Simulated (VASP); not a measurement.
A run of VASP 6.6.1:

INCAR

```
SYSTEM = SrO
PREC     = Accurate       ! precision mode
ENCUT    = 520            ! plane-wave cutoff, eV
EDIFF    = 1E-7           ! SCF threshold, eV
ISMEAR   = 0              ! smearing method
SIGMA    = 0.05           ! smearing width, eV
LREAL    = .False.        ! projectors in reciprocal space
LASPH    = .True.         ! aspherical terms in the spheres
NELM     = 100            ! most SCF steps
ALGO     = Normal         ! electronic algorithm
ISIF     = 2              ! what is computed and relaxed
LWAVE    = .False.        ! write WAVECAR
LCHARG   = .False.        ! write CHGCAR
NBANDS   = 24             ! bands
```

KPOINTS

```
Automatic mesh
0
Gamma
  9 9 8
  0 0 0
```

File POSCAR:

```
SrO
1.0
    0.0000000000     -2.5744724926     -2.5744724925
   -2.5744724926      0.0000000000     -2.5744724925
    2.5744724926      2.5744724926     -5.1489449852
Sr O
2 2
Direct
   -0.0024517324     -0.0024517324     -0.0024517324
    0.4975482676      0.4975482676      0.4975482676
    0.7634271390      0.7634271390      0.7634271390
    0.2634271390      0.2634271390      0.2634271390
```

Potentials or basis: VASP PAW LDA potentials, release 64 (Sr_sv, O).

Command:

```console
$ cat potpaw_LDA.64/Sr_sv/POTCAR potpaw_LDA.64/O/POTCAR > POTCAR
$ mpirun -np 1 vasp_std > vasp.out
```

Hardware: 1 thread of Intel(R) Xeon(R) Platinum 8375C CPU @ 2.90GHz (Ice Lake) (shared host).

Task: How long does it take, and how much memory?

Result: It took 5.7 min on 1 thread of Intel(R) Xeon(R) Platinum 8375C CPU @ 2.90GHz (Ice Lake), with other jobs on the host, peak memory 0.36 GiB. Counts: scf iterations 16, k points 185.
